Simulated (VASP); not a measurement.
# WSe2 (nc) (P6_3/mmc) in VASP: further runs

Runs on WSe2 (nc). Level: PBE+D3(BJ). Tasks: single point, relaxation of cell and atoms.

All numbers are computed with VASP 6.6.1; they aren't measurements. Logs are shortened: lines on timing, memory, paths and dates and some standing lists are left out, and cuts for length are marked.

**Experimental background.**

“Time-resolved XUV ARPES with tunable 24–33 eV laser pulses at 30 meV resolution”, 2019, pmc:6684652 reports, for a bulk crystal of WSe2: band gap 1.3 eV (indirect).

The runs below are set against these values where they give the same quantity.

## (1) The cell of the first run

Symmetry: P6_3/mmc, No. 194, hexagonal system. Conventional cell: a = 3.279 Å, b = 3.279 Å, c = 12.781 Å, α = 90.00°, β = 90.00°, γ = 120.00°. W (site symmetry -6m2) has 6 Se at 2.53 Å and 6 W at 3.28 Å within 3.3 Å. Se (site symmetry 3m) has 3 W at 2.53 Å and 6 Se at 3.28 Å within 3.3 Å.

## (2) Single point, PBE+D3(BJ)

INCAR reads:

```
SYSTEM = WSe2
PREC     = Accurate       ! precision mode
ENCUT    = 520            ! plane-wave cutoff, eV
EDIFF    = 1E-6           ! SCF threshold, eV
ISMEAR   = 0              ! smearing method
SIGMA    = 0.02           ! smearing width, eV
LREAL    = .FALSE.        ! projectors in reciprocal space
LASPH    = .TRUE.         ! aspherical terms in the spheres
NELM     = 80             ! most SCF steps
ALGO     = Normal         ! electronic algorithm
ISIF     = 2              ! what is computed and relaxed
LWAVE    = .FALSE.        ! write WAVECAR
LCHARG   = .FALSE.        ! write CHGCAR
GGA      = PE             ! functional
IVDW     = 12             ! dispersion correction
NBANDS   = 35             ! bands
```

KPOINTS reads:

```
Automatic mesh
0
G
  9 9 2
  0 0 0
```

POSCAR reads:

```
WSe2
1.0
    3.2794560268      0.0000000000      0.0000000000
   -1.6397280134      2.8400922298      0.0000000000
    0.0000000000      0.0000000000     12.7808591760
W Se
2 4
Direct
    0.3333333333      0.6666666667      0.2500000000
    0.6666666667      0.3333333333      0.7500000000
    0.3333333333      0.6666666667      0.6181805439
    0.6666666667      0.3333333333      0.1181805439
    0.3333333333      0.6666666667      0.8818194561
    0.6666666667      0.3333333333      0.3818194561
```

Potentials or basis: VASP PAW PBE potentials, release 64 (W_sv, Se).

On the command line:

```console
$ cat potpaw_PBE.64/W_sv/POTCAR potpaw_PBE.64/Se/POTCAR > POTCAR
$ mpirun -np 1 vasp_std > vasp.out
```

OUTCAR:

```text
SYSTEM = WSe2
   PREC = Accurate
   ENCUT = 520
   EDIFF = 1E-6
   ISMEAR = 0
   LREAL = .FALSE.
   LASPH = .TRUE.
   NELM = 80
   ISIF = 2
   GGA = PE
   IVDW = 12
 IVDW          = 12

 ion  position               nearest neighbor table
   1  0.333  0.667  0.250-   4 2.53   6 2.53   4 2.53   6 2.53   4 2.53   6 2.53
   2  0.667  0.333  0.750-   3 2.53   5 2.53   3 2.53   5 2.53   3 2.53   5 2.53
   3  0.333  0.667  0.618-   2 2.53   2 2.53   2 2.53
   4  0.667  0.333  0.118-   1 2.53   1 2.53   1 2.53
   5  0.333  0.667  0.882-   2 2.53   2 2.53   2 2.53
   6  0.667  0.333  0.382-   1 2.53   1 2.53   1 2.53

  LATTYP: Found a hexagonal cell.
 ALAT       =     3.2794560268
 C/A-ratio  =     3.8972497486

  Lattice vectors:

 A1 = (   3.2794560268,   0.0000000000,   0.0000000000)
 A2 = (  -1.6397280134,   2.8400922298,   0.0000000000)
 A3 = (   0.0000000000,   0.0000000000,  12.7808591760)

Analysis of symmetry for initial positions (statically):
=====================================================================
 Subroutine PRICEL returns:
 Original cell was already a primitive cell.

 Routine SETGRP: Setting up the symmetry group for a
 hexagonal supercell.

 Subroutine GETGRP returns: Found 24 space group operations
 (whereof 12 operations were pure point group operations)
 out of a pool of 24 trial point group operations.

The static configuration has the point symmetry D_3d.
 The point group associated with its full space group is D_6h.

Analysis of symmetry for dynamics (positions and initial velocities):
=====================================================================
 Subroutine PRICEL returns:
 Original cell was already a primitive cell.

 Routine SETGRP: Setting up the symmetry group for a
 hexagonal supercell.

 Subroutine GETGRP returns: Found 24 space group operations
 (whereof 12 operations were pure point group operations)
 out of a pool of 24 trial point group operations.

The dynamic configuration has the point symmetry D_3d.
 The point group associated with its full space group is D_6h.

 Subroutine INISYM returns: Found 24 space group operations
 (whereof 12 operations are pure point group operations),
 and found     1 'primitive' translations

----------------------------------------------------------------------------------------

                                     Primitive cell

  volume of cell :     119.0404

  direct lattice vectors                    reciprocal lattice vectors
     3.279456027  0.000000000  0.000000000     0.304928620  0.176050621  0.000000000
    -1.639728013  2.840092230  0.000000000     0.000000000  0.352101241  0.000000000
     0.000000000  0.000000000 12.780859176     0.000000000  0.000000000  0.078242001

  length of vectors
     3.279456027  3.279456027 12.780859176     0.352101241  0.352101241  0.078242001

  position of ions in fractional coordinates (direct lattice)
     0.333333333  0.666666667  0.250000000
     0.666666667  0.333333333  0.750000000
     0.333333333  0.666666667  0.618180544
     0.666666667  0.333333333  0.118180544
     0.333333333  0.666666667  0.881819456
     0.666666667  0.333333333  0.381819456

  ion indices of the primitive-cell ions
   primitive index   ion index
                 1           1
                 2           2
                 3           3
                 4           4
                 5           5
                 6           6

----------------------------------------------------------------------------------------

 KPOINTS: Automatic mesh

Automatic generation of k-mesh.
 Grid dimensions read from file:
 generate k-points for:    9    9    2

 Generating k-lattice:

  Cartesian coordinates                     Fractional coordinates (reciprocal lattice)
     0.033880958  0.019561180  0.000000000     0.111111111  0.000000000  0.000000000
     0.000000000  0.039122360  0.000000000     0.000000000  0.111111111  0.000000000
     0.000000000  0.000000000  0.039121001     0.000000000  0.000000000  0.500000000

  Length of vectors
     0.039122360  0.039122360  0.039121001

  Shift w.r.t. Gamma in fractional coordinates (k-lattice)
     0.000000000  0.000000000  0.000000000

 Subroutine IBZKPT returns following result:
 ===========================================

 Found     24 irreducible k-points:

 Following reciprocal coordinates:
            Coordinates               Weight
  0.000000  0.000000  0.000000      1.000000
  0.111111 -0.000000  0.000000      6.000000
  0.222222 -0.000000  0.000000      6.000000
  0.333333  0.000000  0.000000      6.000000
  0.444444 -0.000000  0.000000      6.000000
  0.111111  0.111111  0.000000      6.000000
[... 16 lines left out ...]
  0.333333  0.222222  0.500000     12.000000
  0.333333  0.333333  0.500000      2.000000
   k-points           NKPTS =     24   k-points in BZ     NKDIM =     24   number of bands    NBANDS=     35
   number of dos      NEDOS =    301   number of ions     NIONS =      6
   total plane-waves  NPLWV =  55296
   dimension x,y,z NGX =    24 NGY =   24 NGZ =   96
   dimension x,y,z NGXF=    48 NGYF=   48 NGZF=  192
   ions per type =               2   4
   NGX,Y,Z   is equivalent  to a cutoff of  12.17, 12.17, 12.49 a.u.
   NGXF,Y,Z  is equivalent  to a cutoff of  24.33, 24.33, 24.97 a.u.
 SYSTEM =  WSe2
   PREC   = accura    normal or accurate (medium, high low for compatibility)
   ISTART =      0    job   : 0-new  1-cont  2-samecut
   ICHARG =      2    charge: 1-file 2-atom 10-const
   ISPIN  =      1    spin polarized calculation?
   LNONCOLLINEAR =      F non collinear calculations
   LSORBIT =      F    spin-orbit coupling
   LASPH  =      T    aspherical Exc in radial PAW
   ENCUT  =  520.0 eV  38.22 Ry    6.18 a.u.   6.10  6.10 23.76*2*pi/ulx,y,z
   NELM   =     80;   NELMIN=  2; NELMDL= -5     # of ELM steps
   EDIFF  = 0.1E-05   stopping-criterion for ELM
   LREAL  =      F    real-space projection
   EDIFFG = 0.1E-04   stopping-criterion for IOM
   NSW    =      0    number of steps for IOM
   IBRION =     -1    ionic relax: 0-MD 1-quasi-New 2-CG
   NFREE  =      0    steps in history (QN), initial steepest desc. (CG)
   ISIF   =      2    stress and relaxation
   ISYM   =      2    0-nonsym 1-usesym 2-fastsym
   POTIM  = 0.5000    time-step for ionic-motion
   TEBEG  =    0.0;   TEEND  =   0.0 temperature during run
   PSTRESS=    0.0 pullay stress
   NELECT =      52.0000    total number of electrons
   NUPDOWN=      -1.0000    fix difference up-down
   EMIN   =  10.00;   EMAX   =-10.00  energy-range for DOS
   EFERMI =   0.00;   METHOD = LEGACY
   ISMEAR =     0;   SIGMA  =   0.02  broadening in eV -4-tet -1-fermi 0-gaus
   EFERMI_NEDOS =   21; number of points for ismear=-14 and -15
   IALGO  =     38    algorithm
   IMIX   =      4    mixing-type and parameters
     AMIX     =   0.40;   BMIX     =  1.00
     AMIX_MAG =   1.60;   BMIX_MAG =  1.00
  volume/ion in A,a.u.               =      19.84       133.89
  Fermi-wavevector in a.u.,A,eV,Ry     =   1.242161  2.347344 20.993295  1.542964
  Thomas-Fermi vector in A             =   2.376527
   LORBIT       =      0    0 simple, 1 ext, 2 COOP (PROOUT), +10 PAW based schemes
   GGA     = PE    functional components
   LHFCALC =     F    Hartree Fock is set to
   AEXX    =    0.0000 exact exchange contribution
   IVDW    =    12    specifies the selected vdW correction
   LEPSILON=     F    determine dielectric tensor
   LRPA    =     F    only Hartree local field effects (RPA)
 non-spin polarized calculation
 Gauss-broadening in eV      SIGMA  =   0.02
  energy-cutoff  :      520.00
  volume of cell :      119.04
 maximum number of plane-waves:      3246
   NGX = 13   NGY = 13   NGZ = 47

 number of electron      51.9999988 magnetization

 Free energy of the ion-electron system (eV)
  ---------------------------------------------------
  ext. energy  EPLUGINS =         0.00000000
  ---------------------------------------------------
  free energy    TOTEN  =       -43.07652948 eV

  energy without entropy =      -43.07652948  energy(sigma->0) =      -43.07652948

 E-fermi :   6.7126     XC(G=0): -10.9008

 val. band max:        6.5302464574   @ k =   0.0000   0.0000   0.0000
 cond. band min:       7.5192434940   @ k =   0.2222   0.1111   0.0000
 fundamental gap:      0.9889970365
 Fermi energy:         6.7126221138

 k-point     1 :       0.0000    0.0000    0.0000
  band No.  band energies     occupation
      1     -67.8155      2.00000
      2     -67.8155      2.00000
      3     -32.0659      2.00000
      4     -32.0658      2.00000
      5     -31.9289      2.00000
      6     -31.9289      2.00000
[... 27 lines left out ...]
     34       9.4685      0.00000
     35      11.0813      0.00000

 k-point     2 :       0.1111   -0.0000    0.0000
  band No.  band energies     occupation
      1     -67.8143      2.00000
      2     -67.8143      2.00000
      3     -32.0605      2.00000
      4     -32.0604      2.00000
      5     -31.9573      2.00000
      6     -31.9573      2.00000
[... 27 lines left out ...]
     34       9.5686      0.00000
     35      12.0368      0.00000

 k-point     3 :       0.2222   -0.0000    0.0000
  band No.  band energies     occupation
      1     -67.8111      2.00000
      2     -67.8111      2.00000
      3     -32.0468      2.00000
      4     -32.0468      2.00000
      5     -32.0285      2.00000
      6     -32.0285      2.00000
[... 27 lines left out ...]
     34      10.2121      0.00000
     35      12.8768      0.00000
[... 723 lines left out ...]
 k-point    23 :       0.3333    0.2222    0.5000
  band No.  band energies     occupation
      1     -67.8041      2.00000
      2     -67.8041      2.00000
      3     -32.1316      2.00000
      4     -32.1316      2.00000
      5     -32.0414      2.00000
      6     -32.0414      2.00000
[... 27 lines left out ...]
     34      10.7676      0.00000
     35      12.1954      0.00000

 k-point    24 :       0.3333    0.3333    0.5000
  band No.  band energies     occupation
      1     -67.8034      2.00000
      2     -67.8034      2.00000
      3     -32.1071      2.00000
      4     -32.1071      2.00000
      5     -32.0832      2.00000
      6     -32.0832      2.00000
[... 27 lines left out ...]
     34      10.8492      0.00000
     35      12.7601      0.00000

------------------------ aborting loop because EDIFF is reached ----------------------------------------

 Edisp (eV)   -2.85393

 E8    (eV) :    -1.2730

  FORCE on cell =-STRESS in cart. coord.  units (eV):
  Direction    XX          YY          ZZ          XY          YZ          ZX
  --------------------------------------------------------------------------------------
  -------------------------------------------------------------------------------------
  Total       0.16083     0.16083     0.25062     0.00000    -0.00000     0.00000
  in kB       2.16465     2.16465     3.37315     0.00000    -0.00000     0.00000
  external pressure =        2.57 kB  Pullay stress =        0.00 kB

 VOLUME and BASIS-vectors are now :
 -----------------------------------------------------------------------------
  energy-cutoff  :      520.00
  volume of cell :      119.04
      direct lattice vectors                 reciprocal lattice vectors
     3.279456027  0.000000000  0.000000000     0.304928620  0.176050621  0.000000000
    -1.639728013  2.840092230  0.000000000     0.000000000  0.352101241  0.000000000
     0.000000000  0.000000000 12.780859176     0.000000000  0.000000000  0.078242001

 POSITION                                       TOTAL-FORCE (eV/Angst)
 -----------------------------------------------------------------------------------
     -0.00000      1.89339      3.19521        -0.000000      0.000000      0.000000
      1.63973      0.94670      9.58564         0.000000     -0.000000      0.000000
     -0.00000      1.89339      7.90088        -0.000000     -0.000000     -0.035152
      1.63973      0.94670      1.51045        -0.000000      0.000000     -0.035152
     -0.00000      1.89339     11.27041        -0.000000      0.000000      0.035152
      1.63973      0.94670      4.87998        -0.000000      0.000000      0.035152
 -----------------------------------------------------------------------------------
    total drift:                                0.000000     -0.000000      0.000000

  FREE ENERGIE OF THE ION-ELECTRON SYSTEM (eV)
  ---------------------------------------------------
  free  energy   TOTEN  =       -45.9304605868 eV

  energy  without entropy=      -45.9304605868  energy(sigma->0) =      -45.93046059
```

It took 49 s on 1 thread of Intel Xeon 6975P-C (Granite Rapids), shared host; peak memory 0.27 GiB.

Results:

- Free energy: -45.9305 eV
- Pressure: 0.3 GPa
- Largest force: 0.035 eV/Å
- Band gap on the k mesh: 0.99 eV, indirect (least direct gap 1.56 eV)
- Dispersion energy per atom: -0.476 eV

Forces in eV/Å, atoms in the order of the input:
```
W    0.000  0.000  0.000
W    0.000  0.000  0.000
Se   0.000  0.000 -0.035
Se   0.000  0.000 -0.035
Se   0.000  0.000  0.035
Se   0.000  0.000  0.035
```

Caveat: spin-orbit coupling is left out, which moves the levels of the heavy elements.

[end of part 1 of 2]
